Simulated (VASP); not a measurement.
# Si3Ge (P-4m2) in VASP: notebook

Runs on Si3Ge. Level: PBE. Tasks: single point, relaxation of cell and atoms.

Everything below comes from runs of VASP 6.6.1. Logs are shortened: lines on timing, memory, paths and dates and some standing lists are left out, and cuts for length are marked.

## (1) The cell of the first run

It takes space group P-4m2 (No. 115, tetragonal). The conventional cell has a = 3.580 Å, b = 3.580 Å, c = 5.062 Å, α = 90.00°, β = 90.00°, γ = 90.00°. Si (site symmetry -4m2) has 4 Si at 2.19 Å within 2.9 Å. Si (site symmetry 2mm) has 2 Si at 2.19 Å and 2 Ge at 2.19 Å within 2.9 Å. Within 2.9 Å of Ge (site symmetry -4m2) lie 4 Si at 2.19 Å.

## (2) Single point, PBE

Contents of INCAR:

```
SYSTEM = Si3Ge
PREC = Accurate ; ENCUT = 520
EDIFF = 1E-6 ; ISMEAR = 0
SIGMA = 0.1 ; LREAL = .FALSE.
LASPH = .TRUE. ; NELM = 100
ALGO = Normal ; ISIF = 2
LWAVE = .FALSE. ; LCHARG = .FALSE.
GGA = PE ; NBANDS = 21
```

Contents of KPOINTS:

```
regular mesh
0
G
  6 6 4
  0 0 0
```

Contents of POSCAR:

```
Si3Ge
1.0
    3.5797151400      0.0000000000      0.0000000000
    0.0000000000      3.5797151400      0.0000000000
    0.0000000000      0.0000000000      5.0624817100
Si Ge
3 1
Direct
    0.0000000000      0.0000000000      0.0000000000
    0.5000000000      0.0000000000      0.7500000000
    0.0000000000      0.5000000000      0.2500000000
    0.5000000000      0.5000000000      0.5000000000
```

Potentials or basis: VASP PAW PBE potentials, release 64 (Si, Ge_d).

Launch:

```bash
$ cat potpaw_PBE.64/Si/POTCAR potpaw_PBE.64/Ge_d/POTCAR > POTCAR
$ mpirun -np 1 vasp_std > vasp.out
```

OUTCAR:

```text
SYSTEM = Si3Ge
   PREC = Accurate
   ENCUT = 520
   EDIFF = 1E-6
   ISMEAR = 0
   LREAL = .FALSE.
   LASPH = .TRUE.
   NELM = 100
   ISIF = 2
   GGA = PE

 ion  position               nearest neighbor table
   1  0.000  0.000  0.000-   2 2.19   3 2.19   3 2.19   2 2.19
   2  0.500  0.000  0.750-   1 2.19   4 2.19   4 2.19   1 2.19
   3  0.000  0.500  0.250-   1 2.19   4 2.19   1 2.19   4 2.19
   4  0.500  0.500  0.500-   2 2.19   3 2.19   2 2.19   3 2.19

  LATTYP: Found a simple tetragonal cell.
 ALAT       =     3.5797151400
 C/A-ratio  =     1.4142135650

  Lattice vectors:

 A1 = (   3.5797151400,   0.0000000000,   0.0000000000)
 A2 = (   0.0000000000,   3.5797151400,   0.0000000000)
 A3 = (   0.0000000000,   0.0000000000,   5.0624817100)

Analysis of symmetry for initial positions (statically):
=====================================================================
 Subroutine PRICEL returns:
 Original cell was already a primitive cell.

 Routine SETGRP: Setting up the symmetry group for a
 simple tetragonal supercell.

 Subroutine GETGRP returns: Found  8 space group operations
 (whereof  8 operations were pure point group operations)
 out of a pool of 16 trial point group operations.

The static configuration has the point symmetry D_2d.

Analysis of symmetry for dynamics (positions and initial velocities):
=====================================================================
 Subroutine PRICEL returns:
 Original cell was already a primitive cell.

 Routine SETGRP: Setting up the symmetry group for a
 simple tetragonal supercell.

 Subroutine GETGRP returns: Found  8 space group operations
 (whereof  8 operations were pure point group operations)
 out of a pool of 16 trial point group operations.

The dynamic configuration has the point symmetry D_2d.

 Subroutine INISYM returns: Found  8 space group operations
 (whereof  8 operations are pure point group operations),
 and found     1 'primitive' translations

----------------------------------------------------------------------------------------

                                     Primitive cell

  volume of cell :      64.8725

  direct lattice vectors                    reciprocal lattice vectors
     3.579715140  0.000000000  0.000000000     0.279351837  0.000000000  0.000000000
     0.000000000  3.579715140  0.000000000     0.000000000  0.279351837  0.000000000
     0.000000000  0.000000000  5.062481710     0.000000000  0.000000000  0.197531578

  length of vectors
     3.579715140  3.579715140  5.062481710     0.279351837  0.279351837  0.197531578

  position of ions in fractional coordinates (direct lattice)
     0.000000000  0.000000000  0.000000000
     0.500000000  0.000000000  0.750000000
     0.000000000  0.500000000  0.250000000
     0.500000000  0.500000000  0.500000000

  ion indices of the primitive-cell ions
   primitive index   ion index
                 1           1
                 2           2
                 3           3
                 4           4

----------------------------------------------------------------------------------------

 KPOINTS: regular mesh

Automatic generation of k-mesh.
 Grid dimensions read from file:
 generate k-points for:    6    6    4

 Generating k-lattice:

  Cartesian coordinates                     Fractional coordinates (reciprocal lattice)
     0.046558639  0.000000000  0.000000000     0.166666667  0.000000000  0.000000000
     0.000000000  0.046558639  0.000000000     0.000000000  0.166666667  0.000000000
     0.000000000  0.000000000  0.049382894     0.000000000  0.000000000  0.250000000

  Length of vectors
     0.046558639  0.046558639  0.049382894

  Shift w.r.t. Gamma in fractional coordinates (k-lattice)
     0.000000000  0.000000000  0.000000000

 Subroutine IBZKPT returns following result:
 ===========================================

 Found     30 irreducible k-points:

 Following reciprocal coordinates:
            Coordinates               Weight
  0.000000  0.000000  0.000000      1.000000
  0.166667  0.000000  0.000000      4.000000
  0.333333  0.000000  0.000000      4.000000
  0.500000  0.000000  0.000000      2.000000
  0.166667  0.166667  0.000000      4.000000
  0.333333  0.166667  0.000000      8.000000
[... 16 lines left out ...]
  0.333333  0.000000  0.500000      4.000000
  0.500000  0.000000  0.500000      2.000000
 [... further k-points ...]
   k-points           NKPTS =     30   k-points in BZ     NKDIM =     30   number of bands    NBANDS=     21
   number of dos      NEDOS =    301   number of ions     NIONS =      4
   total plane-waves  NPLWV =  31360
   dimension x,y,z NGX =    28 NGY =   28 NGZ =   40
   dimension x,y,z NGXF=    56 NGYF=   56 NGZF=   80
   ions per type =               3   1
   NGX,Y,Z   is equivalent  to a cutoff of  13.00, 13.00, 13.14 a.u.
   NGXF,Y,Z  is equivalent  to a cutoff of  26.01, 26.01, 26.27 a.u.
 SYSTEM =  Si3Ge
   PREC   = accura    normal or accurate (medium, high low for compatibility)
   ISTART =      0    job   : 0-new  1-cont  2-samecut
   ICHARG =      2    charge: 1-file 2-atom 10-const
   ISPIN  =      1    spin polarized calculation?
   LNONCOLLINEAR =      F non collinear calculations
   LSORBIT =      F    spin-orbit coupling
   LASPH  =      T    aspherical Exc in radial PAW
   ENCUT  =  520.0 eV  38.22 Ry    6.18 a.u.   6.66  6.66  9.41*2*pi/ulx,y,z
   NELM   =    100;   NELMIN=  2; NELMDL= -5     # of ELM steps
   EDIFF  = 0.1E-05   stopping-criterion for ELM
   LREAL  =      F    real-space projection
   EDIFFG = 0.1E-04   stopping-criterion for IOM
   NSW    =      0    number of steps for IOM
   IBRION =     -1    ionic relax: 0-MD 1-quasi-New 2-CG
   NFREE  =      0    steps in history (QN), initial steepest desc. (CG)
   ISIF   =      2    stress and relaxation
   ISYM   =      2    0-nonsym 1-usesym 2-fastsym
   POTIM  = 0.5000    time-step for ionic-motion
   TEBEG  =    0.0;   TEEND  =   0.0 temperature during run
   PSTRESS=    0.0 pullay stress
   NELECT =      26.0000    total number of electrons
   NUPDOWN=      -1.0000    fix difference up-down
   EMIN   =  10.00;   EMAX   =-10.00  energy-range for DOS
   EFERMI =   0.00;   METHOD = LEGACY
   ISMEAR =     0;   SIGMA  =   0.10  broadening in eV -4-tet -1-fermi 0-gaus
   EFERMI_NEDOS =   21; number of points for ismear=-14 and -15
   IALGO  =     38    algorithm
   IMIX   =      4    mixing-type and parameters
     AMIX     =   0.40;   BMIX     =  1.00
     AMIX_MAG =   1.60;   BMIX_MAG =  1.00
  volume/ion in A,a.u.               =      16.22       109.45
  Fermi-wavevector in a.u.,A,eV,Ry     =   1.207014  2.280927 19.822109  1.456884
  Thomas-Fermi vector in A             =   2.342665
   LORBIT       =      0    0 simple, 1 ext, 2 COOP (PROOUT), +10 PAW based schemes
   GGA     = PE    functional components
   LHFCALC =     F    Hartree Fock is set to
   AEXX    =    0.0000 exact exchange contribution
   IVDW    =     0    specifies the selected vdW correction
   LEPSILON=     F    determine dielectric tensor
   LRPA    =     F    only Hartree local field effects (RPA)
 non-spin polarized calculation
 Gauss-broadening in eV      SIGMA  =   0.10
  energy-cutoff  :      520.00
  volume of cell :       64.87
 maximum number of plane-waves:      1766
 NGX is ok and might be reduce to    28
   NGX = 13   NGY = 13   NGZ = 19

 number of electron      25.9999993 magnetization

 Free energy of the ion-electron system (eV)
  ---------------------------------------------------
  ext. energy  EPLUGINS =         0.00000000
  ---------------------------------------------------
  free energy    TOTEN  =       -18.82673318 eV

  energy without entropy =      -18.82505511  energy(sigma->0) =      -18.82589415

 E-fermi :   8.3322     XC(G=0): -10.5978

 val. band max:        8.2243598888   @ k =   0.0000   0.0000   0.0000
 cond. band min:       8.3363175676   @ k =   0.0000   0.0000   0.0000
 fundamental gap:      0.1119576788
 Fermi energy:         8.3321873598

 k-point     1 :       0.0000    0.0000    0.0000
  band No.  band energies     occupation
      1     -16.2629      2.00000
      2     -16.2367      2.00000
      3     -16.2367      2.00000
      4     -16.1952      2.00000
      5     -16.1785      2.00000
      6      -5.8089      2.00000
[... 13 lines left out ...]
     20      16.5298      0.00000
     21      16.6545      0.00000

 k-point     2 :       0.1667    0.0000    0.0000
  band No.  band energies     occupation
      1     -16.2582      2.00000
      2     -16.2391      2.00000
      3     -16.2365      2.00000
      4     -16.1932      2.00000
      5     -16.1802      2.00000
      6      -5.5181      2.00000
[... 13 lines left out ...]
     20      15.3476      0.00000
     21      16.4950      0.00000

 k-point     3 :       0.3333    0.0000    0.0000
  band No.  band energies     occupation
      1     -16.2498      2.00000
      2     -16.2436      2.00000
      3     -16.2362      2.00000
      4     -16.1884      2.00000
      5     -16.1836      2.00000
      6      -4.6677      2.00000
[... 13 lines left out ...]
     20      14.8587      0.00000
     21      15.7611      0.00000
[... 457 lines left out ...]
 k-point    23 :       0.3333    0.0000    0.5000
  band No.  band energies     occupation
      1     -16.2499      2.00000
      2     -16.2438      2.00000
      3     -16.2363      2.00000
      4     -16.1878      2.00000
      5     -16.1836      2.00000
      6      -3.8072      2.00000
[... 13 lines left out ...]
     20      15.6523      0.00000
     21      16.2401      0.00000

 k-point    24 :       0.5000    0.0000    0.5000
  band No.  band energies     occupation
      1     -16.2482      2.00000
      2     -16.2440      2.00000
      3     -16.2361      2.00000
      4     -16.1853      2.00000
      5     -16.1849      2.00000
      6      -3.2122      2.00000
[... 13 lines left out ...]
     20      16.0455      0.00000
     21      16.0930      0.00000

 [... further k-points ...]

------------------------ aborting loop because EDIFF is reached ----------------------------------------

  FORCE on cell =-STRESS in cart. coord.  units (eV):
  Direction    XX          YY          ZZ          XY          YZ          ZX
  --------------------------------------------------------------------------------------
  -------------------------------------------------------------------------------------
  Total       15.4889880     15.4889880     15.3212799      0.0000000      0.0000000      0.0000000
  in kB      382.5368016    382.5368016    378.3948572      0.0000000      0.0000000      0.0000000
  external PRESSURE =     381.1561535 kB  Pullay stress =       0.0000000 kB

 VOLUME and BASIS-vectors are now :
 -----------------------------------------------------------------------------
  energy-cutoff  :      520.00
  volume of cell :       64.87
      direct lattice vectors                 reciprocal lattice vectors
     3.579715140  0.000000000  0.000000000     0.279351837  0.000000000  0.000000000
     0.000000000  3.579715140  0.000000000     0.000000000  0.279351837  0.000000000
     0.000000000  0.000000000  5.062481710     0.000000000  0.000000000  0.197531578

 POSITION                                       TOTAL-FORCE (eV/Angst)
 -----------------------------------------------------------------------------------
      0.00000      0.00000      0.00000        -0.000000     -0.000000      0.000000
      1.78986      0.00000      3.79686        -0.000000     -0.000000      0.793607
      0.00000      1.78986      1.26562         0.000000     -0.000000     -0.793607
      1.78986      1.78986      2.53124        -0.000000      0.000000      0.000000
 -----------------------------------------------------------------------------------
    total drift:                                0.000000      0.000000      0.000000

  FREE ENERGIE OF THE ION-ELECTRON SYSTEM (eV)
  ---------------------------------------------------
  free  energy   TOTEN  =       -18.8267331806 eV

  energy  without entropy=      -18.8250551141  energy(sigma->0) =      -18.82589415
```

It took 13 s on 1 thread of Intel Xeon 6975P-C (Granite Rapids), shared host; peak memory 0.19 GiB.

What came out:

```
Free energy            : -18.8267 eV
Pressure               : 38.1 GPa
Largest force          : 0.794 eV/Å
Band gap on the k mesh : zero (band 13 reaches 8.34 eV, above the bottom of band 14 at 8.20 eV)
```

Forces in eV/Å, atoms in the order of the input:
```
Si   0.000  0.000  0.000
Si   0.000  0.000  0.794
Si   0.000  0.000 -0.794
Ge   0.000  0.000  0.000
```

Stress tensor (GPa, compression positive):
```
38.25  0.00  0.00
 0.00 38.25  0.00
 0.00  0.00 37.84
```

Levels at points of the mesh, in eV from the Fermi level:
| k point | band 9 | band 10 | band 11 | band 12 | band 13 | band 14 | band 15 | band 16 | band 17 | band 18 |
| --- | --- | --- | --- | --- | --- | --- | --- | --- | --- | --- |
| (0.00, 0.00, 0.00) | -3.68 | -3.68 | -0.11 | 0.00 | 0.00 | 0.06 | 0.41 | 2.60 | 2.60 | 2.65 |
| (0.50, 0.00, 0.00) | -6.10 | -4.87 | -4.86 | -1.72 | -1.71 | 2.23 | 2.67 | 5.04 | 5.30 | 5.65 |
| (0.50, 0.50, 0.00) | -8.74 | -3.68 | -3.68 | -3.68 | -3.68 | -0.13 | 0.30 | 0.31 | 0.31 | 11.40 |
| (0.00, 0.00, 0.50) | -3.60 | -2.57 | -2.57 | -2.38 | -2.38 | 0.64 | 0.96 | 2.93 | 3.06 | 6.34 |
| (0.50, 0.00, 0.50) | -8.41 | -1.57 | -1.56 | -1.48 | -1.48 | 1.82 | 2.35 | 3.06 | 3.22 | 3.34 |
| (0.50, 0.50, 0.50) | -8.48 | -5.10 | -5.10 | -5.10 | -4.96 | 4.18 | 4.37 | 4.37 | 4.40 | 5.37 |

## (3) Single point, PBE

This run uses another cell than the first one, of 21.17 Å³/atom, 1.305 times its volume.

Contents of INCAR:

```
SYSTEM = Si3Ge
PREC = Accurate
ENCUT = 520
EDIFF = 1E-6
ISMEAR = 0
SIGMA = 0.1
LREAL = .FALSE.
LASPH = .TRUE.
NELM = 60
ALGO = Normal
ISIF = 2
LWAVE = .FALSE.
LCHARG = .FALSE.
GGA = PE
NBANDS = 21
```

Contents of KPOINTS:

```
Automatic mesh
0
G
  6 6 4
  0 0 0
```

Contents of POSCAR:

```
Si3Ge
1.0
    3.9157764214      0.0000000000      0.0000000000
    0.0000000000      3.9157764214      0.0000000000
    0.0000000000      0.0000000000      5.5214464817
Si Ge
3 1
Direct
    0.0000000000      0.0000000000      0.0000000000
    0.5000000000      0.0000000000      0.7559145926
    0.0000000000      0.5000000000      0.2440854074
    0.5000000000      0.5000000000      0.5000000000
```

Potentials or basis: VASP PAW PBE potentials, release 64 (Si, Ge_d).

Launch:

```bash
$ cat potpaw_PBE.64/Si/POTCAR potpaw_PBE.64/Ge_d/POTCAR > POTCAR
$ mpirun -np 1 vasp_std > vasp.out
```

It took 18 s on 1 thread of Intel Xeon 6975P-C (Granite Rapids), shared host; peak memory 0.2 GiB.

It converged, with:

```
Free energy            : -20.7176 eV
Pressure               : -0.1 GPa
Band gap on the k mesh : 0.40 eV, indirect (least direct gap 0.67 eV)
```

Forces in eV/Å, atoms in the order of the input:
```
Si   0.000  0.000  0.000
Si   0.000  0.000 -0.002
Si   0.000  0.000  0.002
Ge   0.000  0.000  0.000
```

Levels at points of the mesh, in eV from the valence-band top:
```csv
k point,band 11,band 12,band 13,band 14,band 15,band 16
"(0.00, 0.00, 0.00)",-0.03,0.00,0.00,0.67,0.83,2.25
"(0.50, 0.00, 0.00)",-3.64,-1.52,-1.22,2.13,2.52,4.59
"(0.50, 0.50, 0.00)",-2.84,-2.84,-2.77,0.40,0.86,0.86
"(0.00, 0.00, 0.50)",-2.04,-1.75,-1.75,0.92,1.25,3.07
"(0.50, 0.00, 0.50)",-1.24,-1.20,-1.07,0.89,1.33,3.23
"(0.50, 0.50, 0.50)",-3.78,-3.78,-3.71,4.20,4.38,4.38
```

## (4) Relaxation of cell and atoms, PBE

Contents of INCAR:

```
SYSTEM = Si3Ge
PREC = Accurate ; ENCUT = 600
EDIFF = 1E-6 ; ISMEAR = 0
SIGMA = 0.1 ; LREAL = .False.
LASPH = .True. ; NELM = 80
ALGO = Normal ; ISIF = 3
LWAVE = .False. ; LCHARG = .False.
GGA = PE ; IBRION = 2
NSW = 90 ; EDIFFG = -0.04
```

Contents of KPOINTS:

```
regular mesh
0
Gamma
  6 6 4
  0 0 0
```

Contents of POSCAR:

```
Si3Ge
1.0
    3.5797151400      0.0000000000      0.0000000000
    0.0000000000      3.5797151400      0.0000000000
    0.0000000000      0.0000000000      5.0624817100
Si Ge
3 1
Direct
    0.0000000000      0.0000000000      0.0000000000
    0.5000000000      0.0000000000      0.7500000000
    0.0000000000      0.5000000000      0.2500000000
    0.5000000000      0.5000000000      0.5000000000
```

Launch:

```bash
$ cat potpaw_PBE.64/Si/POTCAR potpaw_PBE.64/Ge_d/POTCAR > POTCAR
$ mpirun -np 1 vasp_std > vasp.out
```

It took 74 s on 1 thread of Intel Xeon 6975P-C (Granite Rapids), shared host; peak memory 0.2 GiB.

Results (log left out):

| Property | Result |
| --- | --- |
| Free energy | -20.7156 eV |
| Relaxed volume | 21.21 Å³/atom |
| Relaxed cell | a = 3.919 Å, b = 3.919 Å, c = 5.525 Å, α = 90.00°, β = 90.00°, γ = 90.00° |
| Space group after relaxing (to 0.05 Å) | P-4m2 (No. 115) |
| Energy gained by relaxing | 472.1 meV/atom |
| Ionic steps | 8 |
| Pressure after relaxing | -0.2 GPa |
| Largest force after relaxing | 0.016 eV/Å |
| Band gap on the k mesh | 0.40 eV, indirect (least direct gap 0.67 eV) |

Forces on the atoms (eV/Å):
```
Si   0.000  0.000  0.000
Si   0.000  0.000 -0.016
Si   0.000  0.000  0.016
Ge   0.000  0.000  0.000
```

Step by step:
```csv
step,energy change (eV),largest force (eV/Å),pressure (GPa),volume (Å³)
1,0.0000,0.7937,38.13,64.87
2,-0.8195,0.0540,-11.26,108.27
3,-1.8867,0.1263,-0.39,85.14
4,-1.8876,0.1329,-0.16,84.70
5,-1.8872,0.1393,0.26,84.27
6,-1.8883,0.0480,0.37,84.23
7,-1.8884,0.0071,0.41,84.21
8,-1.8886,0.0159,-0.21,84.84
```

Final structure:
```
Si Ge
1.0
     3.91856    0.00000    0.00000
     0.00000    3.91856    0.00000
     0.00000    0.00000    5.52496
Si Ge
3 1
Direct
  0.00000 0.00000 0.00000
  0.50000 0.00000 0.75607
  0.00000 0.50000 0.24393
  0.50000 0.50000 0.50000
```

Levels at points of the mesh, in eV from the valence-band top:
| k point | band 10 | band 11 | band 12 | band 13 | band 14 | band 15 | band 16 | band 17 |
| --- | --- | --- | --- | --- | --- | --- | --- | --- |
| (0.00, 0.00, 0.00) | -2.87 | -0.03 | 0.00 | 0.00 | 0.67 | 0.84 | 2.22 | 2.54 |
| (0.50, 0.00, 0.00) | -3.71 | -3.63 | -1.52 | -1.21 | 2.13 | 2.52 | 4.59 | 4.76 |
| (0.50, 0.50, 0.00) | -2.90 | -2.83 | -2.83 | -2.77 | 0.40 | 0.86 | 0.86 | 1.03 |
| (0.00, 0.00, 0.50) | -2.04 | -2.04 | -1.75 | -1.75 | 0.92 | 1.25 | 3.07 | 3.18 |
| (0.50, 0.00, 0.50) | -1.43 | -1.24 | -1.20 | -1.06 | 0.89 | 1.32 | 3.23 | 3.34 |
| (0.50, 0.50, 0.50) | -3.78 | -3.77 | -3.77 | -3.71 | 4.20 | 4.38 | 4.38 | 4.55 |

Caveat: the volume moved by over 15 % at a fixed basis, so the end points are rough. A k mesh can miss the band edges.

(Continued in part 2 of 2.)
